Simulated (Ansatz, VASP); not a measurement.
## Si16Ge in VASP and in Ansatz

```
Si Ge
1.0
     0.00000    5.43000    5.43000
     5.43000    0.00000    5.43000
     5.43000    5.43000    0.00000
Si Ge
16 1
Direct
  0.98177 0.98149 0.05423
  0.12654 0.12626 0.13538
  0.01034 0.00997 0.50629
  0.10724 0.10693 0.67759
  0.01427 0.49669 0.99128
  0.12657 0.61083 0.13526
  0.01036 0.47205 0.50614
  0.15401 0.61224 0.62009
  0.49698 0.01400 0.99126
  0.61109 0.12629 0.13528
  0.47239 0.01001 0.50617
  0.61269 0.15356 0.62005
  0.49700 0.49671 0.99131
  0.64410 0.64383 0.06724
  0.51822 0.51779 0.44485
  0.61268 0.61222 0.62013
  0.81007 0.80965 0.56914
```

Alike in both runs: functional r2SCAN; k mesh 2 × 2 × 2; occupations gaussian, width 0.05 eV; no spin polarisation.

Ansatz relaxed the structure, and its values are those at the end. VASP's run is a single point on that final structure, the one shown.

|  | VASP | Ansatz |
| --- | --- | --- |
| version | VASP 6.6.1 | Ansatz 0.2.0 |
| potentials or method | VASP PAW PBE potentials, release 64 (Si, Ge_d), cutoff 520 eV | scalar-relativistic, plane waves, PAW |
| valence electrons in the cell | 78 | 78 |

|  | VASP | Ansatz | Ansatz less VASP |
| --- | --- | --- | --- |
| rms of the force components (eV/Å) | 0.004 | 0.003 | -0.0011 |

VASP's potentials were made for PBE, not for r2SCAN.

The k mesh is coarse, so the values compare programs but aren't converged.
